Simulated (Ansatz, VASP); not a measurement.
# WSe2 in VASP and in Ansatz

```xyz
6
Lattice="3.2711 0.0000 0.0000 -1.6355 2.8329 0.0000 0.0000 0.0000 13.2237" Properties=species:S:1:pos:R:3 pbc="T T T"
W     1.6355    0.9443    9.9178
W     0.0000    1.8886    3.3059
Se    0.0000    1.8886   11.5920
Se    1.6355    0.9443    4.9801
Se    0.0000    1.8886    8.2435
Se    1.6355    0.9443    1.6317
```

Alike in both runs: functional PBEsol; k mesh 12 × 12 × 2; occupations gaussian, width 0.02 eV; no spin polarisation.

Ansatz relaxed the structure, and its values are those at the end. VASP's run is a single point on that final structure, the one shown.

|  | VASP | Ansatz |
| --- | --- | --- |
| version | VASP 6.6.1 | Ansatz 0.2.0 |
| potentials or method | VASP PAW PBE potentials, release 64 (W_sv, Se), cutoff 520 eV | scalar-relativistic, plane waves, PAW |
| valence electrons in the cell | 52 | 92 |

```tsv
	VASP	Ansatz	Ansatz less VASP
gap on the k mesh at the Fermi level (eV)	1.04	1.04	+0.005
least direct gap on the mesh (eV)	1.59	1.60	+0.004
pressure (GPa)	0.4	0.0	-0.42
rms of the force components (eV/Å)	0.028	0.000	-0.0283
```

VASP's potentials were made for PBE, not for PBEsol. VASP's potentials hold 52 valence electrons a cell and Ansatz's 92, so a difference there can come from the potentials and not from the codes.

Neither program's run includes spin-orbit coupling.
